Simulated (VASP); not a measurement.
# B6Br (Pm-3m) in VASP: a series of runs, part 2 of 2

VASP 6.6.1. The steps go on from the part before.

### Step 4. Relaxation of cell and atoms, PBE

This run uses another cell than the first one, of 13.19 Å³/atom.

Input file INCAR:

```
SYSTEM = B6Br
PREC = Accurate
ENCUT = 600
EDIFF = 1E-6
ISMEAR = 0
SIGMA = 0.1
LREAL = .FALSE.
LASPH = .TRUE.
NELM = 80
ALGO = Normal
ISIF = 3
LWAVE = .FALSE.
LCHARG = .FALSE.
GGA = PE
IBRION = 2
NSW = 90
EDIFFG = -0.04
```

Input file KPOINTS:

```
Automatic mesh
0
G
  4 4 4
  0 0 0
```

Input file POSCAR:

```
B6Br
1.0
    4.5197750100      0.0000000000      0.0000000000
    0.0000000000      4.5197750100      0.0000000000
    0.0000000000      0.0000000000      4.5197750100
B Br
6 1
Direct
    0.2099999900      0.5000000000      0.5000000000
    0.5000000000      0.2099999900      0.5000000000
    0.7900000100      0.5000000000      0.5000000000
    0.5000000000      0.7900000100      0.5000000000
    0.5000000000      0.5000000000      0.2099999900
    0.5000000000      0.5000000000      0.7900000100
    0.0000000000      0.0000000000      0.0000000000
```

Command:

```bash
cat potpaw_PBE.64/B/POTCAR potpaw_PBE.64/Br/POTCAR > POTCAR
mpirun -np 1 vasp_std > vasp.out
```

Wall time 77 s (1 thread of Intel Xeon Platinum 8488C (Sapphire Rapids), shared host); peak memory 0.21 GiB.

Results (log left out):

```yaml
Free_energy: -37.7042 eV
Relaxed_volume: 10.86 Å³/atom
Relaxed_cell: a = 4.236 Å, b = 4.236 Å, c = 4.236 Å, α = 90.00°, β = 90.00°, γ = 90.00°
Space_group_after_relaxing_to_0.1_Å: Pm-3m (No. 221)
Energy_gained_by_relaxing: 185.7 meV/atom
Ionic_steps: 7
Pressure_after_relaxing: 0.4 GPa
Largest_force_after_relaxing: 0.033 eV/Å
Band_gap_on_the_k_mesh: zero (an odd number of electrons rules out a gap without spin polarisation)
```

Forces in eV/Å, atoms in the order of the input:
```
B    0.033  0.000  0.000
B    0.000  0.033  0.000
B   -0.033  0.000  0.000
B    0.000 -0.033  0.000
B    0.000  0.000  0.033
B    0.000  0.000 -0.033
Br   0.000  0.000  0.000
```

The path:
```tsv
step	energy change (eV)	largest force (eV/Å)	pressure (GPa)	volume (Å³)
1	0.0000	1.6072	-16.04	92.33
2	-1.2291	1.2441	0.52	75.79
3	-1.2686	0.5721	-3.05	77.90
4	-1.2486	0.9513	2.98	74.91
5	-1.2995	0.0727	-0.60	76.56
6	-1.2995	0.0858	-0.55	76.53
7	-1.3002	0.0330	0.37	75.99
```

Final structure:
```xyz
7
Lattice="4.2357 0.0000 0.0000 0.0000 4.2357 0.0000 0.0000 0.0000 4.2357" Properties=species:S:1:pos:R:3 pbc="T T T"
B     0.8355    2.1178    2.1178
B     2.1178    0.8355    2.1178
B     3.4002    2.1178    2.1178
B     2.1178    3.4002    2.1178
B     2.1178    2.1178    0.8355
B     2.1178    2.1178    3.4002
Br    0.0000    4.2357    0.0000
```

Levels at points of the mesh, in eV from the Fermi level:
```
           k point  band 8  band 9  band 10  band 11  band 12  band 13  band 14  band 15  band 16
(0.00, 0.00, 0.00)   -4.51   -1.48    -1.48    -1.48     0.65     0.65     0.65     3.48     3.48
(0.50, 0.00, 0.00)   -3.37   -3.37    -1.23    -0.91     0.31     0.31     0.80     1.92     4.94
(0.50, 0.50, 0.00)   -2.25   -1.82    -1.82    -1.51    -1.51    -0.96    -0.96     5.25     5.25
(0.50, 0.50, 0.50)   -5.13   -0.64    -0.64    -0.64     0.60     0.60     0.60     6.74     8.15
```

Caveat: the volume moved by over 15 % at a fixed basis, so the end points are rough; an odd number of electrons without spin polarisation forces a metal; a magnetic or distorted state may lie lower.

### Step 5. Single point, PBE

Input file INCAR:

```
  PREC = Accurate
  ENCUT = 520
  EDIFF = 1E-6
  ISMEAR = 0
  SIGMA = 0.1
  LREAL = F
  LASPH = T
  NELM = 100
  ALGO = Normal
  ISIF = 2
  LWAVE = F
  LCHARG = F
  GGA = PE
  NBANDS = 22
```

Input file KPOINTS:

```
regular mesh
0
Gamma
  10 10 10
```

Input file POSCAR:

```
B6Br
1.0
    4.2445594141      0.0000000000      0.0000000000
    0.0000000000      4.2445594141      0.0000000000
    0.0000000000      0.0000000000      4.2445594141
B Br
6 1
Direct
    0.1973666820      0.5000000000      0.5000000000
    0.5000000000      0.1973666820      0.5000000000
    0.8026333180      0.5000000000      0.5000000000
    0.5000000000      0.8026333180      0.5000000000
    0.5000000000      0.5000000000      0.1973666820
    0.5000000000      0.5000000000      0.8026333180
    0.0000000000      0.0000000000      0.0000000000
```

Potentials or basis: VASP PAW PBE potentials, release 64 (B, Br).

Command:

```bash
cat potpaw_PBE.64/B/POTCAR potpaw_PBE.64/Br/POTCAR > POTCAR
mpirun -np 1 vasp_std > vasp.out
```

OUTCAR:

```text
PREC = Accurate
   ENCUT = 520
   EDIFF = 1E-6
   ISMEAR = 0
   LREAL = F
   LASPH = T
   NELM = 100
   ISIF = 2
   GGA = PE

 ion  position               nearest neighbor table
   1  0.197  0.500  0.500-   3 1.68   2 1.82   4 1.82   5 1.82   6 1.82
   2  0.500  0.197  0.500-   4 1.68   3 1.82   1 1.82   5 1.82   6 1.82
   3  0.803  0.500  0.500-   1 1.68   2 1.82   4 1.82   5 1.82   6 1.82
   4  0.500  0.803  0.500-   2 1.68   1 1.82   3 1.82   5 1.82   6 1.82
   5  0.500  0.500  0.197-   6 1.68   2 1.82   3 1.82   4 1.82   1 1.82
   6  0.500  0.500  0.803-   5 1.68   2 1.82   3 1.82   4 1.82   1 1.82
   7  0.000  0.000  0.000-

  LATTYP: Found a simple cubic cell.
 ALAT       =     4.2445594141

  Lattice vectors:

 A1 = (   4.2445594141,   0.0000000000,   0.0000000000)
 A2 = (   0.0000000000,   4.2445594141,   0.0000000000)
 A3 = (   0.0000000000,   0.0000000000,   4.2445594141)

Analysis of symmetry for initial positions (statically):
=====================================================================
 Subroutine PRICEL returns:
 Original cell was already a primitive cell.

 Routine SETGRP: Setting up the symmetry group for a
 simple cubic supercell.
[... 184 lines left out ...]

 k-point     1 :       0.0000    0.0000    0.0000
  band No.  band energies     occupation
      1     -11.9260      2.00000
      2      -9.4528      2.00000
      3      -2.9183      2.00000
      4      -2.9183      2.00000
      5      -2.9183      2.00000
      6      -1.7292      2.00000
[... 589 lines left out ...]
     21      12.4751      0.00000
     22      13.7792      0.00000

 [... further k-points ...]

------------------------ aborting loop because EDIFF is reached ----------------------------------------

  FORCE on cell =-STRESS in cart. coord.  units (eV):
  Direction    XX          YY          ZZ          XY          YZ          ZX
  --------------------------------------------------------------------------------------
  -------------------------------------------------------------------------------------
  Total        0.0095770      0.0095770      0.0095770     -0.0000000      0.0000000     -0.0000000
  in kB        0.2006514      0.2006514      0.2006514     -0.0000000      0.0000000     -0.0000000
  external PRESSURE =       0.2006514 kB  Pullay stress =       0.0000000 kB

 VOLUME and BASIS-vectors are now :
 -----------------------------------------------------------------------------
  energy-cutoff  :      520.00
  volume of cell :       76.47
      direct lattice vectors                 reciprocal lattice vectors
     4.244559414  0.000000000  0.000000000     0.235595713  0.000000000  0.000000000
     0.000000000  4.244559414  0.000000000     0.000000000  0.235595713  0.000000000
     0.000000000  0.000000000  4.244559414     0.000000000  0.000000000  0.235595713

 POSITION                                       TOTAL-FORCE (eV/Angst)
 -----------------------------------------------------------------------------------
      0.83773      2.12228      2.12228        -0.007329      0.000000     -0.000000
      2.12228      0.83773      2.12228        -0.000000     -0.007329     -0.000000
      3.40682      2.12228      2.12228         0.007329      0.000000      0.000000
      2.12228      3.40682      2.12228        -0.000000      0.007329      0.000000
      2.12228      2.12228      0.83773        -0.000000      0.000000     -0.007329
      2.12228      2.12228      3.40682        -0.000000      0.000000      0.007329
      0.00000      0.00000      0.00000        -0.000000      0.000000      0.000000
 -----------------------------------------------------------------------------------
    total drift:                               -0.000000     -0.000000     -0.000000

  FREE ENERGIE OF THE ION-ELECTRON SYSTEM (eV)
  ---------------------------------------------------
  free  energy   TOTEN  =       -37.6024993850 eV

  energy  without entropy=      -37.5792876106  energy(sigma->0) =      -37.59089350
```

OSZICAR:

```text
N       E                     dE             d eps       ncg     rms          rms(c)
DAV:   1     0.592414170049E+02    0.59241E+02   -0.10983E+04  2464   0.986E+02
DAV:   2    -0.394945175618E+02   -0.98736E+02   -0.95148E+02  3242   0.188E+02
DAV:   3    -0.434505045879E+02   -0.39560E+01   -0.38905E+01  3216   0.334E+01
DAV:   4    -0.434819017861E+02   -0.31397E-01   -0.31309E-01  3120   0.316E+00
DAV:   5    -0.434822342919E+02   -0.33251E-03   -0.33245E-03  3134   0.302E-01    0.107E+01
DAV:   6    -0.382335196357E+02    0.52487E+01   -0.38804E+01  2898   0.169E+01    0.651E+00
DAV:   7    -0.377145709056E+02    0.51895E+00   -0.20774E+00  2902   0.691E+00    0.472E+00
DAV:   8    -0.376104381984E+02    0.10413E+00   -0.63482E-01  2914   0.352E+00    0.937E-01
DAV:   9    -0.376015494542E+02    0.88887E-02   -0.41196E-02  3210   0.938E-01    0.530E-01
DAV:  10    -0.376024781942E+02   -0.92874E-03   -0.69033E-03  2916   0.452E-01    0.863E-02
DAV:  11    -0.376024793851E+02   -0.11908E-05   -0.46709E-04  3024   0.117E-01    0.376E-02
DAV:  12    -0.376024990937E+02   -0.19709E-04   -0.95733E-05  3008   0.580E-02    0.111E-02
DAV:  13    -0.376024993850E+02   -0.29129E-06   -0.71792E-06  3176   0.156E-02
   1 F= -.37602499E+02 E0= -.37590893E+02  d E =-.232118E-01
```

It took 66 s on 1 thread of Intel Xeon Platinum 8488C (Sapphire Rapids), shared host; peak memory 0.22 GiB.

What came out:

```yaml
Free_energy: -37.6025 eV
Pressure: 0.0 GPa
Largest_force: 0.007 eV/Å
Band_gap_on_the_k_mesh: zero (an odd number of electrons rules out a gap without spin polarisation)
```

Forces in eV/Å, atoms in the order of the input:
```
B   -0.007  0.000  0.000
B    0.000 -0.007  0.000
B    0.007  0.000  0.000
B    0.000  0.007  0.000
B    0.000  0.000 -0.007
B    0.000  0.000  0.007
Br   0.000  0.000  0.000
```

Caveat: an odd number of electrons without spin polarisation forces a metal; a magnetic or distorted state may lie lower.

### Step 6. Relaxation of cell and atoms, PBE

Input file INCAR:

```
ALGO = Normal
EDIFF = 1E-6
EDIFFG = -0.01
ENCUT = 600
GGA = PE
IBRION = 2
ISIF = 3
ISMEAR = 0
LASPH = T
LCHARG = F
LREAL = F
LWAVE = F
NELM = 100
NSW = 100
PREC = Accurate
SIGMA = 0.1
```

Input file KPOINTS:

```
k-points
0
Gamma
  10 10 10
```

Input file POSCAR:

```
B6Br
1.0
    4.2428490319      0.0000000000      0.0000000000
    0.0000000000      4.2428490319      0.0000000000
    0.0000000000      0.0000000000      4.2428490319
B Br
6 1
Direct
    0.1974934927      0.5000000000      0.5000000000
    0.5000000000      0.1974934927      0.5000000000
    0.8025065073      0.5000000000      0.5000000000
    0.5000000000      0.8025065073      0.5000000000
    0.5000000000      0.5000000000      0.1974934927
    0.5000000000      0.5000000000      0.8025065073
    0.0000000000      0.0000000000      0.0000000000
```

Potentials or basis: VASP PAW PBE potentials, release 64 (B, Br).

Command:

```bash
cat potpaw_PBE.64/B/POTCAR potpaw_PBE.64/Br/POTCAR > POTCAR
mpirun -np 1 vasp_std > vasp.out
```

OUTCAR:

```text
EDIFF = 1E-6
   EDIFFG = -0.01
   ENCUT = 600
   GGA = PE
   IBRION = 2
   ISIF = 3
   ISMEAR = 0
   LASPH = T
   LREAL = F
   NELM = 100
   NSW = 100
   PREC = Accurate

 ion  position               nearest neighbor table
   1  0.197  0.500  0.500-   3 1.68   2 1.82   4 1.82   5 1.82   6 1.82
   2  0.500  0.197  0.500-   4 1.68   3 1.82   1 1.82   5 1.82   6 1.82
   3  0.803  0.500  0.500-   1 1.68   2 1.82   4 1.82   5 1.82   6 1.82
   4  0.500  0.803  0.500-   2 1.68   1 1.82   3 1.82   5 1.82   6 1.82
   5  0.500  0.500  0.197-   6 1.68   2 1.82   3 1.82   4 1.82   1 1.82
   6  0.500  0.500  0.803-   5 1.68   2 1.82   3 1.82   4 1.82   1 1.82
   7  0.000  0.000  0.000-

  LATTYP: Found a simple cubic cell.
 ALAT       =     4.2428490319

  Lattice vectors:

 A1 = (   4.2428490319,   0.0000000000,   0.0000000000)
 A2 = (   0.0000000000,   4.2428490319,   0.0000000000)
 A3 = (   0.0000000000,   0.0000000000,   4.2428490319)

Analysis of symmetry for initial positions (statically):
=====================================================================
 Subroutine PRICEL returns:
 Original cell was already a primitive cell.

 Routine SETGRP: Setting up the symmetry group for a
 simple cubic supercell.

 Subroutine GETGRP returns: Found 48 space group operations
 (whereof 48 operations were pure point group operations)
 out of a pool of 48 trial point group operations.

The static configuration has the point symmetry O_h .

Analysis of symmetry for dynamics (positions and initial velocities):
=====================================================================
 Subroutine PRICEL returns:
 Original cell was already a primitive cell.

 Routine SETGRP: Setting up the symmetry group for a
 simple cubic supercell.

 Subroutine GETGRP returns: Found 48 space group operations
 (whereof 48 operations were pure point group operations)
 out of a pool of 48 trial point group operations.

The dynamic configuration has the point symmetry O_h .

[... 139 lines left out ...]
 conjugate gradient relaxation of ions
 non-spin polarized calculation
 Gauss-broadening in eV      SIGMA  =   0.10
  energy-cutoff  :      600.00
  volume of cell :       76.38
 maximum number of plane-waves:      2578
 NGX is ok and might be reduce to    36
   NGX = 17   NGY = 17   NGZ = 17

--------------------------------------- Ionic step        1  -------------------------------------------

 number of electron      24.9999997 magnetization

 Free energy of the ion-electron system (eV)
  ---------------------------------------------------
  ext. energy  EPLUGINS =         0.00000000
  ---------------------------------------------------
  free energy    TOTEN  =       -37.60752689 eV

  energy without entropy =      -37.58434453  energy(sigma->0) =      -37.59593571

------------------------ aborting loop because EDIFF is reached ----------------------------------------

  FORCE on cell =-STRESS in cart. coord.  units (eV):
  Direction    XX          YY          ZZ          XY          YZ          ZX
  --------------------------------------------------------------------------------------
  -------------------------------------------------------------------------------------
  Total        0.0790953      0.0790953      0.0790953     -0.0000000      0.0000000     -0.0000000
  in kB        1.6591614      1.6591614      1.6591614     -0.0000000      0.0000000     -0.0000000
  external PRESSURE =       1.6591614 kB  Pullay stress =       0.0000000 kB
[... 69 lines left out ...]
--------------------------------------- Ionic step        3  -------------------------------------------

 number of electron      24.9999997 magnetization

 Free energy of the ion-electron system (eV)
  ---------------------------------------------------
  ext. energy  EPLUGINS =         0.00000000
  ---------------------------------------------------
  free energy    TOTEN  =       -37.60765036 eV

  energy without entropy =      -37.58445901  energy(sigma->0) =      -37.59605468

 E-fermi :   3.2582     XC(G=0): -10.4472

 val. band max:        3.2437225112   @ k =   0.5000   0.4000   0.2000
 cond. band min:       3.2614457784   @ k =   0.3000   0.1000   0.0000
 fundamental gap:      0.0177232673
 Fermi energy:         3.2582304736

 k-point     1 :       0.0000    0.0000    0.0000
  band No.  band energies     occupation
      1     -11.9231      2.00000
      2      -9.4467      2.00000
      3      -2.9141      2.00000
      4      -2.9141      2.00000
      5      -2.9141      2.00000
      6      -1.7260      2.00000
[... 433 lines left out ...]
      3      -4.2061      2.00000
      4      -3.1014      2.00000
      5      -2.9251      2.00000
      6      -1.5134      2.00000
[... 8 lines left out ...]
     15       6.1901      0.00000
     16       8.1257      0.00000

 [... further k-points ...]

------------------------ aborting loop because EDIFF is reached ----------------------------------------

  FORCE on cell =-STRESS in cart. coord.  units (eV):
  Direction    XX          YY          ZZ          XY          YZ          ZX
  --------------------------------------------------------------------------------------
  -------------------------------------------------------------------------------------
  Total        0.0297703      0.0297703      0.0297703      0.0000000     -0.0000000      0.0000000
  in kB        0.6241111      0.6241111      0.6241111      0.0000000     -0.0000000      0.0000000
  external PRESSURE =       0.6241111 kB  Pullay stress =       0.0000000 kB
[... 22 lines left out ...]
  FREE ENERGIE OF THE ION-ELECTRON SYSTEM (eV)
  ---------------------------------------------------
  free  energy   TOTEN  =       -37.6076503560 eV

  energy  without entropy=      -37.5844590121  energy(sigma->0) =      -37.59605468

 reached required accuracy - stopping structural energy minimisation
```

Run time: 2.3 min. Hardware: 1 thread of Intel Xeon Platinum 8488C (Sapphire Rapids), shared host; peak memory 0.25 GiB.

Results:

* Free energy: -37.6077 eV
* Relaxed volume: 10.92 Å³/atom
* Relaxed cell: a = 4.244 Å, b = 4.244 Å, c = 4.244 Å, α = 90.00°, β = 90.00°, γ = 90.00°
* Space group after relaxing (to 0.1 Å): Pm-3m (No. 221)
* Energy gained by relaxing: 0.0 meV/atom
* Ionic steps: 3
* Pressure after relaxing: 0.1 GPa
* Largest force after relaxing: 0.004 eV/Å
* Band gap on the k mesh: zero (an odd number of electrons rules out a gap without spin polarisation)

Forces on the atoms (eV/Å):
```
B    0.004  0.000  0.000
B    0.000  0.004  0.000
B   -0.004  0.000  0.000
B    0.000 -0.004  0.000
B    0.000  0.000  0.004
B    0.000  0.000 -0.004
Br   0.000  0.000  0.000
```

Step by step:
| step | energy change (eV) | largest force (eV/Å) | pressure (GPa) | volume (Å³) |
| --- | --- | --- | --- | --- |
| 1 | 0.0000 | 0.0441 | 0.17 | 76.38 |
| 2 | 0.0003 | 0.0886 | -0.09 | 76.50 |
| 3 | -0.0001 | 0.0042 | 0.06 | 76.42 |

Final structure:
```
B Br
1.0
     4.24369    0.00000    0.00000
     0.00000    4.24369    0.00000
     0.00000    0.00000    4.24369
B Br
6 1
Direct
  0.19731 0.50000 0.50000
  0.50000 0.19731 0.50000
  0.80269 0.50000 0.50000
  0.50000 0.80269 0.50000
  0.50000 0.50000 0.19731
  0.50000 0.50000 0.80269
  0.00000 0.00000 0.00000
```

Caveat: an odd number of electrons without spin polarisation forces a metal; a magnetic or distorted state may lie lower.

### Step 7. Summary

| task | cell | k mesh | cutoff (eV) | gap on the mesh (eV) | pressure (GPa) | relaxed volume (Å³/atom) | largest force (eV/Å) |
| --- | --- | --- | --- | --- | --- | --- | --- |
| single point | a = 4.243 Å, 7 atoms, atomic positions A | 4 × 4 × 4 | 520 | none | -0.3 | - | 0.02 |
| single point | a = 4.520 Å, 7 atoms, atomic positions B | 4 × 4 × 4 | 520 | none | -16.0 | - | 1.61 |
| relaxation of cell and atoms | relaxed from a = 4.520 Å, 7 atoms, atomic positions B | 4 × 4 × 4 | 600 | none | 0.4 | 10.86 | 0.03 |
| single point | a = 4.245 Å, 7 atoms, atomic positions A | 10 × 10 × 10 | 520 | none | 0.0 | - | 0.01 |
| relaxation of cell and atoms | relaxed from a = 4.243 Å, 7 atoms, atomic positions A | 10 × 10 × 10 | 600 | none | 0.1 | 10.92 | - |

Alike in all rows: level PBE; potentials or basis VASP PAW PBE potentials, release 64 (B, Br); no spin polarisation; smearing gaussian 0.1 eV.

Caveats: some runs use coarse meshes; an odd number of electrons without spin polarisation forces a metal; a magnetic or distorted state may lie lower; the cell stands under tension (at least some runs); the volume moved by over 15 % at a fixed basis, so the end points are rough (at least some runs).

Absolute energies hang on the potentials; compare differences alone.

The gap in the log of VASP goes by the Fermi energy; the results here count the filled bands.